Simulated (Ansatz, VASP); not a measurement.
## Ca in VASP and in Ansatz

```
Ca
1.0
     0.00000    2.79420    2.79420
     2.79420    0.00000    2.79420
     2.79420    2.79420    0.00000
Ca
1
Cartesian
  0.0000 0.0000 0.0000
```

Alike in both runs: task electric field gradients; functional PBE; k mesh 11 × 11 × 11; occupations fermi-dirac, width 0.05 eV; no spin polarisation.

```csv
,VASP,Ansatz
version,VASP 6.6.1,Ansatz 0.2.0
potentials or method,"VASP PAW PBE potentials, release 64 (Ca_sv)","PAW with Ansatz's default frozen-core files, scalar-relativistic"
plane-wave cutoff (eV),520,420
valence electrons in the cell,10,10
```

```tsv
	VASP	Ansatz	Ansatz less VASP
pressure (GPa)	-0.5	-0.6	-0.01
```
